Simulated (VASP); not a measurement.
# AlNi3 (Fm-3m) in VASP: further runs

Aim: see how the results for AlNi3 move with the level of theory and the settings. Levels: r2SCAN, LDA, PBE. Tasks: relaxation of cell and atoms, single point.

All numbers are computed with VASP 6.6.1; they aren't measurements. Logs are shortened: lines on timing, memory, paths and dates and some standing lists are left out, and cuts for length are marked.

### Step 1. The cell of the first run

Symmetry: Fm-3m, No. 225, cubic system. Conventional cell: a = 5.604 Å, b = 5.604 Å, c = 5.604 Å, α = 90.00°, β = 90.00°, γ = 90.00°. Within 3.2 Å of Al (site symmetry m-3m) lie 14 Ni at 2.43 to 2.80 Å. Ni (site symmetry -43m) has 4 Al at 2.43 Å and 10 Ni at 2.43 to 2.80 Å within 3.2 Å. Within 3.2 Å of Ni (site symmetry m-3m) lie 8 Ni at 2.43 Å and 6 Al at 2.80 Å.

### Step 2. Relaxation of cell and atoms, r2SCAN

Contents of POSCAR:

```
AlNi3
1.0
    0.0000000000      2.8018887551      2.8018887551
    2.8018887551      0.0000000000      2.8018887551
    2.8018887551      2.8018887551      0.0000000000
Al Ni
1 3
Direct
    0.5000000000      0.5000000000      0.5000000000
    0.2500000000      0.2500000000      0.2500000000
    0.0000000000      0.0000000000      0.0000000000
    0.7500000000      0.7500000000      0.7500000000
```

Contents of INCAR.step1:

```
SYSTEM = AlNi3
  PREC = Accurate
  ENCUT = 600
  ISMEAR = 0
  SIGMA = 0.1
  LREAL = .FALSE.
  LASPH = .TRUE.
  NELM = 60
  GGA = PE
  ALGO = Normal
  EDIFF = 1E-4
  LWAVE = .TRUE.
  LCHARG = .FALSE.
```

Contents of INCAR.step2:

```
SYSTEM = AlNi3
  PREC = Accurate
  ENCUT = 600
  EDIFF = 1E-6
  ISMEAR = 0
  SIGMA = 0.1
  LREAL = .FALSE.
  LASPH = .TRUE.
  NELM = 60
  ALGO = Normal
  ISIF = 3
  LWAVE = .FALSE.
  LCHARG = .FALSE.
  METAGGA = R2SCAN
  LMIXTAU = .TRUE.
  IBRION = 2
  NSW = 80
  EDIFFG = -0.01
  ISTART = 1
```

Contents of KPOINTS:

```
Automatic mesh
0
G
  4 4 4
  0 0 0
```

Potentials or basis: VASP PAW PBE potentials, release 64 (Al, Ni).

Started as:

```console
cat potpaw_PBE.64/Al/POTCAR potpaw_PBE.64/Ni/POTCAR > POTCAR
cp INCAR.step1 INCAR
mpirun -np 1 vasp_std > vasp.out
cp INCAR.step2 INCAR
mpirun -np 1 vasp_std > vasp.out
```

OUTCAR:

```text
SYSTEM = AlNi3
   PREC = Accurate
   ENCUT = 600
   EDIFF = 1E-6
   ISMEAR = 0
   LREAL = .FALSE.
   LASPH = .TRUE.
   NELM = 60
   ISIF = 3
   METAGGA = R2SCAN
   IBRION = 2
   NSW = 80
   EDIFFG = -0.01
   ISTART = 1

 ion  position               nearest neighbor table
   1  0.500  0.500  0.500-   2 2.43   4 2.43   2 2.43   2 2.43   4 2.43   2 2.43   4 2.43   4 2.43
                             3 2.80   3 2.80   3 2.80   3 2.80   3 2.80   3 2.80
   2  0.250  0.250  0.250-   3 2.43   1 2.43   3 2.43   1 2.43   3 2.43   3 2.43   1 2.43   1 2.43
                             4 2.80   4 2.80   4 2.80   4 2.80   4 2.80   4 2.80
   3  0.000  0.000  0.000-   4 2.43   2 2.43   4 2.43   2 2.43   4 2.43   4 2.43   2 2.43   2 2.43
                             1 2.80   1 2.80   1 2.80   1 2.80   1 2.80   1 2.80
   4  0.750  0.750  0.750-   1 2.43   3 2.43   1 2.43   1 2.43   3 2.43   1 2.43   3 2.43   3 2.43
                             2 2.80   2 2.80   2 2.80   2 2.80   2 2.80   2 2.80

  LATTYP: Found a face centered cubic cell.
 ALAT       =     5.6037775102

  Lattice vectors:

 A1 = (   0.0000000000,   2.8018887551,   2.8018887551)
 A2 = (   2.8018887551,   0.0000000000,   2.8018887551)
 A3 = (   2.8018887551,   2.8018887551,   0.0000000000)

Analysis of symmetry for initial positions (statically):
=====================================================================
 Subroutine PRICEL returns:
 Original cell was already a primitive cell.

 Routine SETGRP: Setting up the symmetry group for a
 face centered cubic supercell.

 Subroutine GETGRP returns: Found 48 space group operations
 (whereof 48 operations were pure point group operations)
 out of a pool of 48 trial point group operations.

The static configuration has the point symmetry O_h .

Analysis of symmetry for dynamics (positions and initial velocities):
=====================================================================
 Subroutine PRICEL returns:
 Original cell was already a primitive cell.

 Routine SETGRP: Setting up the symmetry group for a
 face centered cubic supercell.

 Subroutine GETGRP returns: Found 48 space group operations
 (whereof 48 operations were pure point group operations)
 out of a pool of 48 trial point group operations.

The dynamic configuration has the point symmetry O_h .

 Subroutine INISYM returns: Found 48 space group operations
 (whereof 48 operations are pure point group operations),
 and found     1 'primitive' translations

----------------------------------------------------------------------------------------

                                     Primitive cell

  volume of cell :      43.9929

  direct lattice vectors                    reciprocal lattice vectors
     0.000000000  2.801888755  2.801888755    -0.178451053  0.178451053  0.178451053
     2.801888755  0.000000000  2.801888755     0.178451053 -0.178451053  0.178451053
     2.801888755  2.801888755  0.000000000     0.178451053  0.178451053 -0.178451053

  length of vectors
     3.962469078  3.962469078  3.962469078     0.309086291  0.309086291  0.309086291

  position of ions in fractional coordinates (direct lattice)
     0.500000000  0.500000000  0.500000000
     0.250000000  0.250000000  0.250000000
     0.000000000  0.000000000  0.000000000
     0.750000000  0.750000000  0.750000000

  ion indices of the primitive-cell ions
   primitive index   ion index
                 1           1
                 2           2
                 3           3
                 4           4

----------------------------------------------------------------------------------------

 KPOINTS: Automatic mesh

Automatic generation of k-mesh.
 Grid dimensions read from file:
 generate k-points for:    4    4    4

 Generating k-lattice:

  Cartesian coordinates                     Fractional coordinates (reciprocal lattice)
    -0.044612763  0.044612763  0.044612763     0.250000000  0.000000000  0.000000000
     0.044612763 -0.044612763  0.044612763     0.000000000  0.250000000  0.000000000
     0.044612763  0.044612763 -0.044612763     0.000000000  0.000000000  0.250000000

  Length of vectors
     0.077271573  0.077271573  0.077271573

  Shift w.r.t. Gamma in fractional coordinates (k-lattice)
     0.000000000  0.000000000  0.000000000

 Subroutine IBZKPT returns following result:
 ===========================================

 Found      8 irreducible k-points:

 Following reciprocal coordinates:
            Coordinates               Weight
  0.000000  0.000000  0.000000      1.000000
  0.250000  0.000000  0.000000      8.000000
  0.500000  0.000000  0.000000      4.000000
  0.250000  0.250000  0.000000      6.000000
  0.500000  0.250000  0.000000     24.000000
 -0.250000  0.250000  0.000000     12.000000
  0.500000  0.500000  0.000000      3.000000
 -0.250000  0.500000  0.250000      6.000000
   k-points           NKPTS =      8   k-points in BZ     NKDIM =      8   number of bands    NBANDS=     20
   number of dos      NEDOS =    301   number of ions     NIONS =      4
   total plane-waves  NPLWV =  32768
   dimension x,y,z NGX =    32 NGY =   32 NGZ =   32
   dimension x,y,z NGXF=    64 NGYF=   64 NGZF=   64
   ions per type =               1   3
   NGX,Y,Z   is equivalent  to a cutoff of  13.43, 13.43, 13.43 a.u.
   NGXF,Y,Z  is equivalent  to a cutoff of  26.85, 26.85, 26.85 a.u.
 SYSTEM =  AlNi3
   PREC   = accura    normal or accurate (medium, high low for compatibility)
   ISTART =      1    job   : 0-new  1-cont  2-samecut
   ICHARG =      0    charge: 1-file 2-atom 10-const
   ISPIN  =      1    spin polarized calculation?
   LNONCOLLINEAR =      F non collinear calculations
   LSORBIT =      F    spin-orbit coupling
   LASPH  =      T    aspherical Exc in radial PAW
   ENCUT  =  600.0 eV  44.10 Ry    6.64 a.u.   7.91  7.91  7.91*2*pi/ulx,y,z
   NELM   =     60;   NELMIN=  2; NELMDL=  0     # of ELM steps
   EDIFF  = 0.1E-05   stopping-criterion for ELM
   LREAL  =      F    real-space projection
   EDIFFG = -.1E-01   stopping-criterion for IOM
   NSW    =     80    number of steps for IOM
   IBRION =      2    ionic relax: 0-MD 1-quasi-New 2-CG
   NFREE  =      1    steps in history (QN), initial steepest desc. (CG)
   ISIF   =      3    stress and relaxation
   ISYM   =      2    0-nonsym 1-usesym 2-fastsym
   POTIM  = 0.5000    time-step for ionic-motion
   TEBEG  =    0.0;   TEEND  =   0.0 temperature during run
   PSTRESS=    0.0 pullay stress
   NELECT =      33.0000    total number of electrons
   NUPDOWN=      -1.0000    fix difference up-down
   EMIN   =  10.00;   EMAX   =-10.00  energy-range for DOS
   EFERMI =   0.00;   METHOD = LEGACY
   ISMEAR =     0;   SIGMA  =   0.10  broadening in eV -4-tet -1-fermi 0-gaus
   EFERMI_NEDOS =   21; number of points for ismear=-14 and -15
   IALGO  =     38    algorithm
   IMIX   =      4    mixing-type and parameters
     AMIX     =   0.40;   BMIX     =  1.00
     AMIX_MAG =   1.60;   BMIX_MAG =  1.00
  volume/ion in A,a.u.               =      11.00        74.22
  Fermi-wavevector in a.u.,A,eV,Ry     =   1.487483  2.810935 30.104316  2.212605
  Thomas-Fermi vector in A             =   2.600638
   LORBIT       =      0    0 simple, 1 ext, 2 COOP (PROOUT), +10 PAW based schemes
   METAGGA = R2SCAN    functional components
   LHFCALC =     F    Hartree Fock is set to
   AEXX    =    0.0000 exact exchange contribution
   IVDW    =     0    specifies the selected vdW correction
   LEPSILON=     F    determine dielectric tensor
   LRPA    =     F    only Hartree local field effects (RPA)
 conjugate gradient relaxation of ions
 non-spin polarized calculation
 Gauss-broadening in eV      SIGMA  =   0.10
  energy-cutoff  :      600.00
  volume of cell :       43.99
 maximum number of plane-waves:      1480
   NGX = 15   NGY = 15   NGZ = 15

 number of electron      33.0000021 magnetization

 Free energy of the ion-electron system (eV)
  ---------------------------------------------------
  ext. energy  EPLUGINS =         0.00000000
  ---------------------------------------------------
  free energy    TOTEN  =       -44.07311795 eV

  energy without entropy =      -44.03739517  energy(sigma->0) =      -44.05525656

 E-fermi :   9.6780     XC(G=0): -13.8821

 val. band max:        9.6514876281   @ k =   0.5000   0.2500   0.0000
 cond. band min:       9.7184952132   @ k =   0.5000   0.5000   0.0000
 fundamental gap:      0.0670075851
 Fermi energy:         9.6779891205

 k-point     1 :       0.0000    0.0000    0.0000
  band No.  band energies     occupation
      1      -0.8950      2.00000
      2       6.0060      2.00000
      3       6.0060      2.00000
      4       6.1133      2.00000
      5       6.1133      2.00000
      6       6.1133      2.00000
[... 12 lines left out ...]
     19      15.4223      0.00000
     20      15.9272      0.00000

 k-point     2 :       0.2500    0.0000    0.0000
  band No.  band energies     occupation
      1       0.0611      2.00000
      2       5.5006      2.00000
      3       5.9358      2.00000
      4       5.9358      2.00000
      5       6.6408      2.00000
      6       6.6408      2.00000
[... 12 lines left out ...]
     19      14.3579      0.00000
     20      16.1026      0.00000

 k-point     3 :       0.5000    0.0000    0.0000
  band No.  band energies     occupation
      1       2.3770      2.00000
      2       3.0146      2.00000
      3       6.0680      2.00000
      4       6.0681      2.00000
      5       6.9704      2.00000
      6       7.0162      2.00000
[... 12 lines left out ...]
     19      14.2609      0.00000
     20      14.7375      0.00000

 k-point     4 :       0.2500    0.2500    0.0000
  band No.  band energies     occupation
      1       0.3698      2.00000
      2       5.0955      2.00000
      3       6.3737      2.00000
      4       6.4567      2.00000
      5       6.5414      2.00000
      6       6.5486      2.00000
[... 12 lines left out ...]
     19      12.6673      0.00000
     20      14.5862      0.00000

 k-point     5 :       0.5000    0.2500    0.0000
  band No.  band energies     occupation
      1       2.3297      2.00000
      2       4.1815      2.00000
      3       5.4057      2.00000
      4       6.2321      2.00000
      5       6.5631      2.00000
      6       6.9364      2.00000
[... 12 lines left out ...]
     19      11.1800      0.00000
     20      14.6629      0.00000

 k-point     6 :      -0.2500    0.2500    0.0000
  band No.  band energies     occupation
      1       1.5375      2.00000
      2       4.8498      2.00000
      3       5.5337      2.00000
      4       6.0641      2.00000
      5       6.3736      2.00000
      6       7.0069      2.00000
[... 12 lines left out ...]
     19      12.9147      0.00000
     20      15.0907      0.00000

 k-point     7 :       0.5000    0.5000    0.0000
  band No.  band energies     occupation
      1       3.2465      2.00000
      2       3.6785      2.00000
      3       5.4928      2.00000
      4       5.6929      2.00000
      5       7.1178      2.00000
      6       7.1178      2.00000
[... 12 lines left out ...]
     19       9.7185      0.56675
     20      14.2623      0.00000

 k-point     8 :      -0.2500    0.5000    0.2500
  band No.  band energies     occupation
      1       3.4796      2.00000
      2       4.6215      2.00000
      3       4.6215      2.00000
      4       5.3547      2.00000
      5       6.8494      2.00000
      6       7.1819      2.00000
[... 12 lines left out ...]
     19       9.7441      0.35002
     20      17.7385      0.00000

------------------------ aborting loop because EDIFF is reached ----------------------------------------

  FORCE on cell =-STRESS in cart. coord.  units (eV):
  Direction    XX          YY          ZZ          XY          YZ          ZX
  --------------------------------------------------------------------------------------
  -------------------------------------------------------------------------------------
  Total       -0.0195906     -0.0195906     -0.0195906      0.0000000      0.0000000     -0.0000000
  in kB       -0.7134692     -0.7134692     -0.7134692      0.0000000      0.0000000     -0.0000000
  external PRESSURE =      -0.7134692 kB  Pullay stress =       0.0000000 kB

 VOLUME and BASIS-vectors are now :
 -----------------------------------------------------------------------------
  energy-cutoff  :      600.00
  volume of cell :       43.99
      direct lattice vectors                 reciprocal lattice vectors
     0.000000000  2.801888755  2.801888755    -0.178451053  0.178451053  0.178451053
     2.801888755  0.000000000  2.801888755     0.178451053 -0.178451053  0.178451053
     2.801888755  2.801888755  0.000000000     0.178451053  0.178451053 -0.178451053

 POSITION                                       TOTAL-FORCE (eV/Angst)
 -----------------------------------------------------------------------------------
      2.80189      2.80189      2.80189         0.000000     -0.000000      0.000000
      1.40094      1.40094      1.40094         0.000000      0.000000      0.000000
      0.00000      0.00000      0.00000         0.000000     -0.000000      0.000000
      4.20283      4.20283      4.20283        -0.000000     -0.000000     -0.000000
 -----------------------------------------------------------------------------------
    total drift:                               -0.000000     -0.000000      0.000000

  FREE ENERGIE OF THE ION-ELECTRON SYSTEM (eV)
  ---------------------------------------------------
  free  energy   TOTEN  =       -44.0731179453 eV

  energy  without entropy=      -44.0373951699  energy(sigma->0) =      -44.05525656

 reached required accuracy - stopping structural energy minimisation
```

Run time: 50 s. Hardware: 1 thread of Intel Xeon Platinum 8259CL at 2.50GHz (Skylake/Cascade Lake), shared host; peak memory 0.19 GiB.

Results:

```yaml
Free_energy: -44.0731 eV
Pressure_after_relaxing: -0.1 GPa
```

Final structure:
```
Al Ni
1.0
     0.00000    2.80189    2.80189
     2.80189    0.00000    2.80189
     2.80189    2.80189    0.00000
Al Ni
1 3
Direct
  0.50000 0.50000 0.50000
  0.25000 0.25000 0.25000
  0.00000 0.00000 0.00000
  0.75000 0.75000 0.75000
```

Caveat: the k points lie up to 0.49 Å⁻¹ apart in the final cell; the relaxation stopped at its first step, so nothing moved; the PAW data sets were made with another functional, which shifts forces and pressure a little.

### Step 3. Relaxation of cell and atoms, r2SCAN

POSCAR is that of step 2.

Contents of INCAR.step1:

```
SYSTEM = AlNi3
  ALGO = Normal
  EDIFF = 1E-4
  ENCUT = 600
  GGA = PE
  ISMEAR = 0
  LASPH = .True.
  LCHARG = .False.
  LREAL = .False.
  LWAVE = .True.
  NELM = 60
  PREC = Accurate
  SIGMA = 0.1
```

Contents of INCAR.step2:

```
SYSTEM = AlNi3
  ALGO = Normal
  EDIFF = 1E-7
  EDIFFG = -0.01
  ENCUT = 600
  IBRION = 2
  ISIF = 3
  ISMEAR = 0
  ISTART = 1
  LASPH = .True.
  LCHARG = .False.
  LMIXTAU = .True.
  LREAL = .False.
  LWAVE = .False.
  METAGGA = R2SCAN
  NELM = 60
  NSW = 80
  PREC = Accurate
  SIGMA = 0.1
```

Contents of KPOINTS:

```
k-points
0
Gamma
  6 6 6
  0 0 0
```

Potentials or basis: VASP PAW PBE potentials, release 64 (Al, Ni).

Started as:

```console
cat potpaw_PBE.64/Al/POTCAR potpaw_PBE.64/Ni/POTCAR > POTCAR
cp INCAR.step1 INCAR
mpirun -np 1 vasp_std > vasp.out
cp INCAR.step2 INCAR
mpirun -np 1 vasp_std > vasp.out
```

Run time: 81 s. Hardware: 1 thread of Intel Xeon Platinum 8259CL at 2.50GHz (Skylake/Cascade Lake), shared host; peak memory 0.19 GiB.

Results (log left out):

```
Free energy             : -44.0637 eV
Pressure after relaxing : -0.1 GPa
```

Final structure:
```
Al Ni
1.0
     0.00000    2.80189    2.80189
     2.80189    0.00000    2.80189
     2.80189    2.80189    0.00000
Al Ni
1 3
Cartesian
  2.8019 2.8019 2.8019
  1.4009 1.4009 1.4009
  0.0000 0.0000 0.0000
  4.2028 4.2028 4.2028
```

Levels at points of the mesh, in eV from the Fermi level:
| k point | band 14 | band 15 | band 16 | band 17 | band 18 | band 19 |
| --- | --- | --- | --- | --- | --- | --- |
| (0.00, 0.00, 0.00) | -0.54 | -0.52 | -0.52 | 5.71 | 5.71 | 5.71 |
| (0.50, 0.00, 0.00) | -0.64 | -0.45 | -0.45 | -0.09 | 4.56 | 4.56 |
| (0.50, 0.50, 0.00) | -0.68 | -0.55 | -0.38 | -0.30 | -0.30 | 0.03 |

Caveat: the relaxation stopped at its first step, so nothing moved; the PAW data sets were made with another functional, which shifts forces and pressure a little.

(Continued in part 2 of 2.)
